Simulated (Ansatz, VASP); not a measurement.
BeS: VASP beside Ansatz

```
Be S
1.0
     0.00000    2.42500    2.42500
     2.42500    0.00000    2.42500
     2.42500    2.42500    0.00000
Be S
1 1
Direct
  0.00000 0.00000 0.00000
  0.25000 0.25000 0.25000
```

Change from the starting cell: volume scaled by 1, PAW files.

Alike in both runs: task electric field gradients; functional PBE; k mesh 10 × 10 × 10; occupations fermi-dirac, width 0.03 eV; no spin polarisation.

|  | VASP | Ansatz |
| --- | --- | --- |
| version | VASP 6.6.1 | Ansatz 0.2.0 |
| potentials or method | VASP PAW PBE potentials, release 64 (Be, S) | PAW with Ansatz's default frozen-core files, scalar-relativistic |
| plane-wave cutoff (eV) | 520 | 420 |
| valence electrons in the cell | 8 | 8 |

VASP gave:

```
gap on the k mesh at the Fermi level (eV) : 3.11
pressure (GPa)                            : 1.6
```

Task: What did Ansatz give for the same quantities?

Result: gap on the k mesh at the Fermi level (eV): 3.11; pressure (GPa): 1.5.
